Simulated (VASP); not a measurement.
# CaZn7 (P6/mmm) in VASP: further runs

The runs below take CaZn7 through single point, with PBE.

All numbers are computed with VASP 6.6.1; they aren't measurements. Logs are shortened: lines on timing, memory, paths and dates and some standing lists are left out, and cuts for length are marked.

### Step 1. The cell of the first run

Symmetry: P6/mmm, No. 191, hexagonal system. Conventional cell: a = 4.698 Å, b = 4.698 Å, c = 6.608 Å, α = 90.00°, β = 90.00°, γ = 120.00°. Within 4.3 Å of Ca (site symmetry 6/mmm) lie 14 Zn at 3.30 to 3.75 Å. Zn (site symmetry mm2) has 5 Zn at 1.63 to 1.77 Å within 2.2 Å. Zn (site symmetry 6/mmm) has 6 Zn at 1.77 Å within 2.4 Å.

The cell was generated, and may not be a known phase.

### Step 2. Single point, PBE

Input file INCAR:

```
SYSTEM = CaZn7
PREC = Accurate
ENCUT = 520
EDIFF = 1E-6
ISMEAR = 0
SIGMA = 0.1
LREAL = .False.
LASPH = .True.
NELM = 60
ALGO = Fast
ISIF = 2
LWAVE = .False.
LCHARG = .False.
GGA = PE
NBANDS = 57
```

Input file KPOINTS:

```
regular mesh
0
Gamma
  6 6 4
  0 0 0
```

Input file POSCAR:

```
CaZn7
1.0
    4.6981895900      0.0000000000      0.0000000000
   -2.3490948000      4.0687515400      0.0000000000
    0.0000000000      0.0000000000      6.6076498100
Ca Zn
1 7
Direct
    0.0000000000      0.0000000000      0.0000000000
    0.2176463900      0.7823536100      0.5000000000
    0.2176463900      0.4352927900      0.5000000000
    0.5647072100      0.7823536100      0.5000000000
    0.7823536100      0.2176463900      0.5000000000
    0.7823536100      0.5647072100      0.5000000000
    0.4352927900      0.2176463900      0.5000000000
    0.0000000000      0.0000000000      0.5000000000
```

Potentials or basis: VASP PAW PBE potentials, release 64 (Ca_sv, Zn).

On the command line:

```console
> cat potpaw_PBE.64/Ca_sv/POTCAR potpaw_PBE.64/Zn/POTCAR > POTCAR
> mpirun -np 1 vasp_std > vasp.out
```

OUTCAR:

```text
SYSTEM = CaZn7
   PREC = Accurate
   ENCUT = 520
   EDIFF = 1E-6
   ISMEAR = 0
   LREAL = .False.
   LASPH = .True.
   NELM = 60
   ISIF = 2
   GGA = PE

 ion  position               nearest neighbor table
   1  0.000  0.000  0.000-
   2  0.218  0.782  0.500-   4 1.63   3 1.63   6 1.77   8 1.77   7 1.77   5 2.41   5 2.41
   3  0.218  0.435  0.500-   4 1.63   2 1.63   5 1.77   8 1.77   7 1.77   6 2.41   6 2.41
   4  0.565  0.782  0.500-   2 1.63   3 1.63   5 1.77   8 1.77   6 1.77   7 2.41   7 2.41
   5  0.782  0.218  0.500-   7 1.63   6 1.63   3 1.77   8 1.77   4 1.77   2 2.41   2 2.41
   6  0.782  0.565  0.500-   7 1.63   5 1.63   2 1.77   8 1.77   4 1.77   3 2.41   3 2.41
   7  0.435  0.218  0.500-   5 1.63   6 1.63   2 1.77   8 1.77   3 1.77   4 2.41   4 2.41
   8  0.000  0.000  0.500-   2 1.77   5 1.77   4 1.77   7 1.77   6 1.77   3 1.77

  LATTYP: Found a hexagonal cell.
 ALAT       =     4.6981895900
 C/A-ratio  =     1.4064246841

  Lattice vectors:

 A1 = (   4.6981895900,   0.0000000000,   0.0000000000)
 A2 = (  -2.3490948000,   4.0687515400,   0.0000000000)
 A3 = (   0.0000000000,   0.0000000000,   6.6076498100)

Analysis of symmetry for initial positions (statically):
=====================================================================
 Subroutine PRICEL returns:
 Original cell was already a primitive cell.

 Routine SETGRP: Setting up the symmetry group for a
 hexagonal supercell.

 Subroutine GETGRP returns: Found 24 space group operations
 (whereof 24 operations were pure point group operations)
 out of a pool of 24 trial point group operations.

The static configuration has the point symmetry D_6h.

Analysis of symmetry for dynamics (positions and initial velocities):
=====================================================================
 Subroutine PRICEL returns:
 Original cell was already a primitive cell.

 Routine SETGRP: Setting up the symmetry group for a
 hexagonal supercell.

 Subroutine GETGRP returns: Found 24 space group operations
 (whereof 24 operations were pure point group operations)
 out of a pool of 24 trial point group operations.

The dynamic configuration has the point symmetry D_6h.

 Subroutine INISYM returns: Found 24 space group operations
 (whereof 24 operations are pure point group operations),
 and found     1 'primitive' translations

----------------------------------------------------------------------------------------

                                     Primitive cell

  volume of cell :     126.3103

  direct lattice vectors                    reciprocal lattice vectors
     4.698189590  0.000000000  0.000000000     0.212847945  0.122887819  0.000000000
    -2.349094800  4.068751540  0.000000000     0.000000000  0.245775637  0.000000000
     0.000000000  0.000000000  6.607649810     0.000000000  0.000000000  0.151339739

  length of vectors
     4.698189590  4.698189595  6.607649810     0.245775637  0.245775637  0.151339739

  position of ions in fractional coordinates (direct lattice)
     0.000000000  0.000000000  0.000000000
     0.217646390  0.782353610  0.500000000
     0.217646390  0.435292790  0.500000000
     0.564707210  0.782353610  0.500000000
     0.782353610  0.217646390  0.500000000
     0.782353610  0.564707210  0.500000000
     0.435292790  0.217646390  0.500000000
     0.000000000  0.000000000  0.500000000

  ion indices of the primitive-cell ions
   primitive index   ion index
                 1           1
                 2           2
                 3           3
                 4           4
                 5           5
                 6           6
                 7           7
                 8           8

----------------------------------------------------------------------------------------

 KPOINTS: regular mesh

Automatic generation of k-mesh.
 Grid dimensions read from file:
 generate k-points for:    6    6    4

 Generating k-lattice:

  Cartesian coordinates                     Fractional coordinates (reciprocal lattice)
     0.035474658  0.020481303  0.000000000     0.166666667  0.000000000  0.000000000
     0.000000000  0.040962606  0.000000000     0.000000000  0.166666667  0.000000000
     0.000000000  0.000000000  0.037834935     0.000000000  0.000000000  0.250000000

  Length of vectors
     0.040962606  0.040962606  0.037834935

  Shift w.r.t. Gamma in fractional coordinates (k-lattice)
     0.000000000  0.000000000  0.000000000

 Subroutine IBZKPT returns following result:
 ===========================================

 Found     21 irreducible k-points:

 Following reciprocal coordinates:
            Coordinates               Weight
  0.000000  0.000000  0.000000      1.000000
  0.166667  0.000000  0.000000      6.000000
  0.333333  0.000000  0.000000      6.000000
  0.500000  0.000000  0.000000      3.000000
  0.166667  0.166667  0.000000      6.000000
  0.333333  0.166667  0.000000     12.000000
[... 13 lines left out ...]
  0.333333  0.166667  0.500000     12.000000
  0.333333  0.333333  0.500000      2.000000
   k-points           NKPTS =     21   k-points in BZ     NKDIM =     21   number of bands    NBANDS=     57
   number of dos      NEDOS =    301   number of ions     NIONS =      8
   total plane-waves  NPLWV =  64800
   dimension x,y,z NGX =    36 NGY =   36 NGZ =   50
   dimension x,y,z NGXF=    72 NGYF=   72 NGZF=  100
   ions per type =               1   7
   NGX,Y,Z   is equivalent  to a cutoff of  12.74, 12.74, 12.58 a.u.
   NGXF,Y,Z  is equivalent  to a cutoff of  25.48, 25.48, 25.16 a.u.
 SYSTEM =  CaZn7
   PREC   = accura    normal or accurate (medium, high low for compatibility)
   ISTART =      0    job   : 0-new  1-cont  2-samecut
   ICHARG =      2    charge: 1-file 2-atom 10-const
   ISPIN  =      1    spin polarized calculation?
   LNONCOLLINEAR =      F non collinear calculations
   LSORBIT =      F    spin-orbit coupling
   LASPH  =      T    aspherical Exc in radial PAW
   ENCUT  =  520.0 eV  38.22 Ry    6.18 a.u.   8.74  8.74 12.29*2*pi/ulx,y,z
   NELM   =     60;   NELMIN=  2; NELMDL= -5     # of ELM steps
   EDIFF  = 0.1E-05   stopping-criterion for ELM
   LREAL  =      F    real-space projection
   EDIFFG = 0.1E-04   stopping-criterion for IOM
   NSW    =      0    number of steps for IOM
   IBRION =     -1    ionic relax: 0-MD 1-quasi-New 2-CG
   NFREE  =      0    steps in history (QN), initial steepest desc. (CG)
   ISIF   =      2    stress and relaxation
   ISYM   =      2    0-nonsym 1-usesym 2-fastsym
   POTIM  = 0.5000    time-step for ionic-motion
   TEBEG  =    0.0;   TEEND  =   0.0 temperature during run
   PSTRESS=    0.0 pullay stress
   NELECT =      94.0000    total number of electrons
   NUPDOWN=      -1.0000    fix difference up-down
   EMIN   =  10.00;   EMAX   =-10.00  energy-range for DOS
   EFERMI =   0.00;   METHOD = LEGACY
   ISMEAR =     0;   SIGMA  =   0.10  broadening in eV -4-tet -1-fermi 0-gaus
   EFERMI_NEDOS =   21; number of points for ismear=-14 and -15
   IALGO  =     68    algorithm
   IMIX   =      4    mixing-type and parameters
     AMIX     =   0.40;   BMIX     =  1.00
     AMIX_MAG =   1.60;   BMIX_MAG =  1.00
  volume/ion in A,a.u.               =      15.79       106.55
  Fermi-wavevector in a.u.,A,eV,Ry     =   1.483558  2.803518 29.945667  2.200944
  Thomas-Fermi vector in A             =   2.597205
   LORBIT       =      0    0 simple, 1 ext, 2 COOP (PROOUT), +10 PAW based schemes
   GGA     = PE    functional components
   LHFCALC =     F    Hartree Fock is set to
   AEXX    =    0.0000 exact exchange contribution
   IVDW    =     0    specifies the selected vdW correction
   LEPSILON=     F    determine dielectric tensor
   LRPA    =     F    only Hartree local field effects (RPA)
 non-spin polarized calculation
 RMM-DIIS sequential band-by-band and
 Gauss-broadening in eV      SIGMA  =   0.10
  energy-cutoff  :      520.00
  volume of cell :      126.31
 maximum number of plane-waves:      3421
 NGX is ok and might be reduce to    36
   NGX = 17   NGY = 17   NGZ = 25

 number of electron      94.0000052 magnetization

 Free energy of the ion-electron system (eV)
  ---------------------------------------------------
  ext. energy  EPLUGINS =         0.00000000
  ---------------------------------------------------
  free energy    TOTEN  =        74.97197529 eV

  energy without entropy =       74.99505351  energy(sigma->0) =       74.98351440

 E-fermi :   4.3494     XC(G=0): -10.2398

 val. band max:        4.2865241640   @ k =   0.1667   0.1667   0.5000
 cond. band min:       4.3829553648   @ k =   0.5000   0.0000   0.5000
 fundamental gap:      0.0964312008
 Fermi energy:         4.3494171779

 k-point     1 :       0.0000    0.0000    0.0000
  band No.  band energies     occupation
      1     -38.3985      2.00000
      2     -19.3877      2.00000
      3     -19.3877      2.00000
      4     -19.3259      2.00000
      5     -14.4304      2.00000
      6     -13.2014      2.00000
[... 49 lines left out ...]
     56       9.4360      0.00000
     57       9.5117      0.00000

 k-point     2 :       0.1667    0.0000    0.0000
  band No.  band energies     occupation
      1     -38.3984      2.00000
      2     -19.3907      2.00000
      3     -19.3885      2.00000
      4     -19.3255      2.00000
      5     -14.2130      2.00000
      6     -12.9426      2.00000
[... 49 lines left out ...]
     56       9.0196      0.00000
     57      10.1112      0.00000

 k-point     3 :       0.3333    0.0000    0.0000
  band No.  band energies     occupation
      1     -38.3981      2.00000
      2     -19.3966      2.00000
      3     -19.3900      2.00000
      4     -19.3248      2.00000
      5     -13.6962      2.00000
      6     -13.1846      2.00000
[... 1014 lines left out ...]
      1     -38.3980      2.00000
      2     -19.3980      2.00000
      3     -19.3922      2.00000
      4     -19.3253      2.00000
      5     -13.4917      2.00000
      6     -13.1827      2.00000
[... 49 lines left out ...]
     56       8.8886      0.00000
     57       9.5591      0.00000

 k-point    21 :       0.3333    0.3333    0.5000
  band No.  band energies     occupation
      1     -38.3979      2.00000
      2     -19.3961      2.00000
      3     -19.3961      2.00000
      4     -19.3251      2.00000
      5     -13.3090      2.00000
      6     -13.3090      2.00000
[... 49 lines left out ...]
     56       9.1447      0.00000
     57       9.3556      0.00000

------------------------ aborting loop because EDIFF is reached ----------------------------------------

  FORCE on cell =-STRESS in cart. coord.  units (eV):
  Direction    XX          YY          ZZ          XY          YZ          ZX
  --------------------------------------------------------------------------------------
  -------------------------------------------------------------------------------------
  Total      331.0536748    331.0536753     -2.7425290     -0.0000004      0.0000000      0.0000000
  in kB     4199.2358608   4199.2358675    -34.7874893     -0.0000052      0.0000000      0.0000000
  external PRESSURE =    2787.8947464 kB  Pullay stress =       0.0000000 kB

 VOLUME and BASIS-vectors are now :
 -----------------------------------------------------------------------------
  energy-cutoff  :      520.00
  volume of cell :      126.31
      direct lattice vectors                 reciprocal lattice vectors
     4.698189590  0.000000000  0.000000000     0.212847945  0.122887819  0.000000000
    -2.349094800  4.068751540  0.000000000     0.000000000  0.245775637  0.000000000
     0.000000000  0.000000000  6.607649810     0.000000000  0.000000000  0.151339739

 POSITION                                       TOTAL-FORCE (eV/Angst)
 -----------------------------------------------------------------------------------
      0.00000      0.00000      0.00000         0.000000      0.000000     -0.000000
     -0.81528      3.18320      3.30382       -15.407559      8.895558      0.000000
     -0.00000      1.77110      3.30382         0.000000    -17.791116      0.000000
      0.81528      3.18320      3.30382        15.407559      8.895558     -0.000000
      3.16437      0.88555      3.30382        15.407559     -8.895558      0.000000
      2.34909      2.29765      3.30382        -0.000000     17.791116      0.000000
      1.53382      0.88555      3.30382       -15.407559     -8.895558     -0.000000
      0.00000      0.00000      3.30382         0.000000      0.000000     -0.000000
 -----------------------------------------------------------------------------------
    total drift:                               -0.000000      0.000000     -0.000000

  FREE ENERGIE OF THE ION-ELECTRON SYSTEM (eV)
  ---------------------------------------------------
  free  energy   TOTEN  =        74.9719752921 eV

  energy  without entropy=       74.9950535063  energy(sigma->0) =       74.98351440
```

Wall time 8.3 min (1 thread of Oxide Virtual Turin-like, shared host); peak memory 0.26 GiB.

Results:

* Free energy: 74.9720 eV
* Pressure: 278.8 GPa
* Largest force: 17.791 eV/Å
* Band gap on the k mesh: zero (bands 47 and 48 overlap by 2.08 eV)

Forces in eV/Å, atoms in the order of the input:
```
Ca    0.000   0.000   0.000
Zn  -15.408   8.896   0.000
Zn    0.000 -17.791   0.000
Zn   15.408   8.896   0.000
Zn   15.408  -8.896   0.000
Zn    0.000  17.791   0.000
Zn  -15.408  -8.896   0.000
Zn    0.000   0.000   0.000
```

Stress tensor (GPa, compression positive):
```
419.92   0.00   0.00
  0.00 419.92   0.00
  0.00   0.00  -3.48
```

Caveat: atoms lie so close that the PAW spheres overlap strongly, which falsifies energies and pressures; the stress differs along the axes, from -3 to 420 GPa; forces of over 1 eV/Å act on the atoms, so gaps and moduli don't describe the material at rest.

### Step 3. Single point, PBE

This run uses another cell than the first one, of 28.82 Å³/atom.

Input file INCAR:

```
PREC = Accurate
ENCUT = 520
EDIFF = 1E-6
ISMEAR = 0
SIGMA = 0.1
LREAL = F
LASPH = T
NELM = 80
ALGO = Fast
ISIF = 2
LWAVE = F
LCHARG = F
GGA = PE
NBANDS = 57
```

Input file KPOINTS:

```
regular mesh
0
Gamma
  6 6 4
```

Input file POSCAR:

```
CaZn7
1.0
    6.8053785906      0.0000000042      0.0000000000
   -3.4026892989      5.8936307398      0.0000000000
    0.0000000000      0.0000000000      5.7492133890
Ca Zn
1 7
Direct
    0.0000000000      0.0000000000      0.0000000000
    0.2126555294      0.7873444706      0.5000000000
    0.2126555294      0.4253110588      0.5000000000
    0.5746889412      0.7873444706      0.5000000000
    0.7873444706      0.2126555294      0.5000000000
    0.7873444706      0.5746889412      0.5000000000
    0.4253110588      0.2126555294      0.5000000000
    0.0000000000      0.0000000000      0.5000000000
```

Potentials or basis: VASP PAW PBE potentials, release 64 (Ca_sv, Zn).

On the command line:

```console
> cat potpaw_PBE.64/Ca_sv/POTCAR potpaw_PBE.64/Zn/POTCAR > POTCAR
> mpirun -np 1 vasp_std > vasp.out
```

Wall time 13 min (1 thread of Oxide Virtual Turin-like, shared host); peak memory 0.46 GiB.

The run converged. Its results:

```
Free energy            : -7.9836 eV
Pressure               : 0.2 GPa
Largest force          : 0.003 eV/Å
Band gap on the k mesh : zero (bands 47 and 48 overlap by 0.75 eV)
```

Forces on the atoms (eV/Å):
```
Ca   0.000  0.000  0.000
Zn   0.003 -0.002  0.000
Zn   0.000  0.003  0.000
Zn  -0.003 -0.002  0.000
Zn  -0.003  0.002  0.000
Zn   0.000 -0.003  0.000
Zn   0.003  0.002  0.000
Zn   0.000  0.000  0.000
```

Stress tensor (GPa, compression positive):
```
 0.27  0.00  0.00
 0.00  0.27  0.00
 0.00  0.00 -0.04
```

Levels at points of the mesh, in eV from the Fermi level:
| k point | band 43 | band 44 | band 45 | band 46 | band 47 | band 48 | band 49 | band 50 | band 51 | band 52 |
| --- | --- | --- | --- | --- | --- | --- | --- | --- | --- | --- |
| (0.00, 0.00, 0.00) | -3.73 | -3.35 | -3.00 | -3.00 | -1.42 | 0.76 | 1.17 | 1.17 | 2.09 | 2.09 |
| (0.50, 0.00, 0.00) | -4.59 | -1.22 | -0.47 | -0.16 | -0.14 | 0.35 | 0.35 | 1.01 | 1.28 | 1.50 |
| (0.00, 0.00, 0.50) | -3.75 | -3.29 | -2.90 | -2.90 | -2.77 | 0.64 | 1.43 | 1.43 | 1.57 | 1.57 |
| (0.50, 0.00, 0.50) | -4.55 | -1.99 | -1.33 | -0.91 | -0.21 | 0.57 | 0.69 | 0.78 | 1.00 | 1.55 |

The gap in the log of VASP goes by the Fermi energy; the results here count the filled bands.